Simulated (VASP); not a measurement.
# Mo (Im-3m) in VASP: notebook, part 2 of 4

VASP 6.6.1. Earlier steps stand in the parts before.

## (3) Electric field gradients, r2SCAN (volume scaled by 0.97)

POSCAR reads:

```
Mo
1.0
   -1.5678098076      1.5678098076      1.5678098076
    1.5678098076     -1.5678098076      1.5678098076
    1.5678098076      1.5678098076     -1.5678098076
Mo
1
Direct
    0.0000000000      0.0000000000      0.0000000000
```

INCAR.step1 reads:

```
  PREC = Accurate
  ENCUT = 520
  ISMEAR = -1
  SIGMA = 0.05
  LREAL = F
  LASPH = T
  NELM = 100
  NBANDS = 13
  GGA = PE
  ALGO = Normal
  EDIFF = 1E-4
  LWAVE = T
  LCHARG = F
```

INCAR.step2 reads:

```
  PREC = Accurate
  ENCUT = 520
  EDIFF = 1E-8
  ISMEAR = -1
  SIGMA = 0.05
  LREAL = F
  LASPH = T
  NELM = 100
  ALGO = Normal
  ISIF = 2
  LWAVE = F
  LCHARG = F
  METAGGA = R2SCAN
  LMIXTAU = T
  LEFG = T
  NBANDS = 13
  ISTART = 1
```

KPOINTS reads:

```
regular mesh
0
Gamma
  15 15 15
```

Potentials or basis: VASP PAW PBE potentials, release 64 (Mo_sv).

Run with:

```
cat potpaw_PBE.64/Mo_sv/POTCAR > POTCAR
cp INCAR.step1 INCAR
mpirun -np 1 vasp_std > vasp.out
cp INCAR.step2 INCAR
mpirun -np 1 vasp_std > vasp.out
```

OUTCAR:

```text
PREC = Accurate
   ENCUT = 520
   EDIFF = 1E-8
   ISMEAR = -1
   LREAL = F
   LASPH = T
   NELM = 100
   ISIF = 2
   METAGGA = R2SCAN
   ISTART = 1

 ion  position               nearest neighbor table
   1  0.000  0.000  0.000-

  LATTYP: Found a body centered cubic cell.
 ALAT       =     3.1356196152

  Lattice vectors:

 A1 = (  -1.5678098076,   1.5678098076,   1.5678098076)
 A2 = (   1.5678098076,  -1.5678098076,   1.5678098076)
 A3 = (   1.5678098076,   1.5678098076,  -1.5678098076)

Analysis of symmetry for initial positions (statically):
=====================================================================
 Subroutine PRICEL returns:
 Original cell was already a primitive cell.

 Routine SETGRP: Setting up the symmetry group for a
 body centered cubic supercell.

 Subroutine GETGRP returns: Found 48 space group operations
 (whereof 48 operations were pure point group operations)
 out of a pool of 48 trial point group operations.

The static configuration has the point symmetry O_h .

Analysis of symmetry for dynamics (positions and initial velocities):
=====================================================================
 Subroutine PRICEL returns:
 Original cell was already a primitive cell.

 Routine SETGRP: Setting up the symmetry group for a
 body centered cubic supercell.

 Subroutine GETGRP returns: Found 48 space group operations
 (whereof 48 operations were pure point group operations)
 out of a pool of 48 trial point group operations.

The dynamic configuration has the point symmetry O_h .

 Subroutine INISYM returns: Found 48 space group operations
 (whereof 48 operations are pure point group operations),
 and found     1 'primitive' translations

----------------------------------------------------------------------------------------

                                     Primitive cell

  volume of cell :      15.4149

  direct lattice vectors                    reciprocal lattice vectors
    -1.567809808  1.567809808  1.567809808     0.000000000  0.318916234  0.318916234
     1.567809808 -1.567809808  1.567809808     0.318916234  0.000000000  0.318916234
     1.567809808  1.567809808 -1.567809808     0.318916234  0.318916234  0.000000000

  length of vectors
     2.715526243  2.715526243  2.715526243     0.451015664  0.451015664  0.451015664

  position of ions in fractional coordinates (direct lattice)
     0.000000000  0.000000000  0.000000000

  ion indices of the primitive-cell ions
   primitive index   ion index
                 1           1

----------------------------------------------------------------------------------------

 KPOINTS: regular mesh

Automatic generation of k-mesh.
 Grid dimensions read from file:
 generate k-points for:   15   15   15
[... 72 lines left out ...]
   POTIM  = 0.5000    time-step for ionic-motion
   TEBEG  =    0.0;   TEEND  =   0.0 temperature during run
   PSTRESS=    0.0 pullay stress
   NELECT =      14.0000    total number of electrons
   NUPDOWN=      -1.0000    fix difference up-down
   EMIN   =  10.00;   EMAX   =-10.00  energy-range for DOS
   EFERMI =   0.00;   METHOD = LEGACY
   ISMEAR =    -1;   SIGMA  =   0.05  broadening in eV -4-tet -1-fermi 0-gaus
   EFERMI_NEDOS =   21; number of points for ismear=-14 and -15
   IALGO  =     38    algorithm
   IMIX   =      4    mixing-type and parameters
     AMIX     =   0.40;   BMIX     =  1.00
     AMIX_MAG =   1.60;   BMIX_MAG =  1.00
  volume/ion in A,a.u.               =      15.41       104.02
  Fermi-wavevector in a.u.,A,eV,Ry     =   1.585395  2.995962 34.197932  2.513477
  Thomas-Fermi vector in A             =   2.684866
   LORBIT       =      0    0 simple, 1 ext, 2 COOP (PROOUT), +10 PAW based schemes
   METAGGA = R2SCAN    functional components
   LHFCALC =     F    Hartree Fock is set to
   AEXX    =    0.0000 exact exchange contribution
   IVDW    =     0    specifies the selected vdW correction
   LEPSILON=     F    determine dielectric tensor
   LRPA    =     F    only Hartree local field effects (RPA)
 non-spin polarized calculation
  energy-cutoff  :      520.00
  volume of cell :       15.41
 maximum number of plane-waves:       428
   NGX =  9   NGY =  9   NGZ =  9

 number of electron      13.9999999 magnetization

 Free energy of the ion-electron system (eV)
  ---------------------------------------------------
  ext. energy  EPLUGINS =         0.00000000
  ---------------------------------------------------
  free energy    TOTEN  =       -26.07468455 eV

  energy without entropy =      -26.06953545  energy(sigma->0) =      -26.07211000

 E-fermi :  12.7290     XC(G=0): -14.7266

 val. band max:       12.7132762416   @ k =  -0.2667   0.2667   0.1333
 cond. band min:      12.7342057489   @ k =   0.1333   0.0667   0.0000
 fundamental gap:      0.0209295072
 Fermi energy:        12.7290338792

 k-point     1 :       0.0000    0.0000    0.0000
  band No.  band energies     occupation
      1     -50.4556      2.00000
      2     -22.8915      2.00000
      3     -22.8915      2.00000
      4     -22.8915      2.00000
      5       5.0696      2.00000
      6      11.3235      2.00000
      7      11.3235      2.00000
      8      11.3235      2.00000
      9      14.7125      0.00000
     10      14.7125      0.00000
     11      28.2910      0.00000
     12      28.2910      0.00000
     13      28.2910      0.00000
[... 354 lines left out ...]
  band No.  band energies     occupation
      1     -50.1216      2.00000
      2     -24.2756      2.00000
      3     -23.6200      2.00000
      4     -23.0526      2.00000
      5       8.1522      2.00000
      6       9.4735      2.00000
      7      11.7395      2.00000
      8      14.5388      0.00000
      9      15.7714      0.00000
     10      20.6920      0.00000
     11      24.2552      0.00000
     12      26.3224      0.00000
     13      30.0567      0.00000

 [... further k-points ...]

------------------------ aborting loop because EDIFF is reached ----------------------------------------

  FORCE on cell =-STRESS in cart. coord.  units (eV):
  Direction    XX          YY          ZZ          XY          YZ          ZX
  --------------------------------------------------------------------------------------
  -------------------------------------------------------------------------------------
  Total        0.5291567      0.5291567      0.5291567     -0.0000000     -0.0000000      0.0000000
  in kB       54.9989963     54.9989963     54.9989963     -0.0000000     -0.0000000      0.0000000
  external PRESSURE =      54.9989963 kB  Pullay stress =       0.0000000 kB

 VOLUME and BASIS-vectors are now :
 -----------------------------------------------------------------------------
  energy-cutoff  :      520.00
  volume of cell :       15.41
      direct lattice vectors                 reciprocal lattice vectors
    -1.567809808  1.567809808  1.567809808     0.000000000  0.318916234  0.318916234
     1.567809808 -1.567809808  1.567809808     0.318916234  0.000000000  0.318916234
     1.567809808  1.567809808 -1.567809808     0.318916234  0.318916234  0.000000000

 POSITION                                       TOTAL-FORCE (eV/Angst)
 -----------------------------------------------------------------------------------
      0.00000      0.00000      0.00000         0.000000      0.000000      0.000000
 -----------------------------------------------------------------------------------
    total drift:                                0.000000     -0.000000      0.000000

  FREE ENERGIE OF THE ION-ELECTRON SYSTEM (eV)
  ---------------------------------------------------
  free  energy   TOTEN  =       -26.0746845492 eV

  energy  without entropy=      -26.0695354463  energy(sigma->0) =      -26.07211000

 Electric field gradients (V/A^2)
---------------------------------------------------------------------
 ion       V_xx      V_yy      V_zz      V_xy      V_xz      V_yz
---------------------------------------------------------------------
   1      -0.000    -0.000     0.000    -0.001    -0.001    -0.001
---------------------------------------------------------------------

 Electric field gradients after diagonalization (V/A^2)
 (convention: |V_zz| > |V_xx| > |V_yy|)
----------------------------------------------------------------------
 ion       V_xx      V_yy      V_zz     asymmetry (V_yy - V_xx)/ V_zz
----------------------------------------------------------------------
   1       0.001     0.001    -0.001       0.000
----------------------------------------------------------------------

           NMR quadrupolar parameters

 Cq : quadrupolar parameter    Cq=e*Q*V_zz/h
 eta: asymmetry parameters     (V_yy - V_xx)/ V_zz
 Q  : nuclear electric quadrupole moment in mb (millibarn)
----------------------------------------------------------------------
 ion       Cq(MHz)       eta       Q (mb)
----------------------------------------------------------------------
   1      -0.000       0.000       1.000
----------------------------------------------------------------------
```

OUTCAR.step1:

```text
PREC = Accurate
   ENCUT = 520
   ISMEAR = -1
   LREAL = F
   LASPH = T
   NELM = 100
[... 597 lines left out ...]

 POSITION                                       TOTAL-FORCE (eV/Angst)
 -----------------------------------------------------------------------------------
      0.00000      0.00000      0.00000         0.000000      0.000000      0.000000
 -----------------------------------------------------------------------------------
    total drift:                                0.000000     -0.000000      0.000000

  FREE ENERGIE OF THE ION-ELECTRON SYSTEM (eV)
  ---------------------------------------------------
  free  energy   TOTEN  =       -10.9260324331 eV

  energy  without entropy=      -10.9201499034  energy(sigma->0) =      -10.92309117
```

OSZICAR.step1:

```text
N       E                     dE             d eps       ncg     rms          rms(c)
DAV:   1     0.935913222585E+02    0.93591E+02   -0.80528E+03  3152   0.111E+03
DAV:   2    -0.103691725423E+02   -0.10396E+03   -0.99882E+02  3615   0.311E+02
DAV:   3    -0.115665682098E+02   -0.11974E+01   -0.11941E+01  3505   0.334E+01
DAV:   4    -0.115692685016E+02   -0.27003E-02   -0.27003E-02  3500   0.192E+00
DAV:   5    -0.115692855425E+02   -0.17041E-04   -0.17041E-04  3426   0.136E-01    0.152E+01
DAV:   6    -0.110103656862E+02    0.55892E+00   -0.68847E-01  3195   0.102E+01    0.428E+00
DAV:   7    -0.109298450515E+02    0.80521E-01   -0.14522E-01  3460   0.450E+00    0.924E-01
DAV:   8    -0.109259628329E+02    0.38822E-02   -0.39341E-03  3230   0.802E-01    0.196E-01
DAV:   9    -0.109260324331E+02   -0.69600E-04   -0.75299E-05  2160   0.113E-01
   1 F= -.10926032E+02 E0= -.10923091E+02  d E =-.588253E-02
```

Run time: 34 s. Hardware: 1 thread of Intel Xeon 6975P-C (Granite Rapids), shared host; peak memory 0.14 GiB.

What came out:

| Item | Value |
| --- | --- |
| Free energy | -26.0747 eV |
| Pressure | 5.5 GPa |
| Band gap on the k mesh | zero (band 7 reaches 16.69 eV, above the bottom of band 8 at 11.32 eV) |

Levels at points of the mesh, in eV from the Fermi level:
| k point | band 5 | band 6 | band 7 | band 8 | band 9 | band 10 |
| --- | --- | --- | --- | --- | --- | --- |
| (0.00, 0.00, 0.00) | -7.66 | -1.41 | -1.41 | -1.41 | 1.98 | 1.98 |

Caveat: without QUAD_EFG the Cq values of the log hold for a quadrupole moment of 1 mb, not for the nuclei; the PAW data sets were made with another functional, which shifts forces and pressure a little.

(Continued in part 3 of 4.)
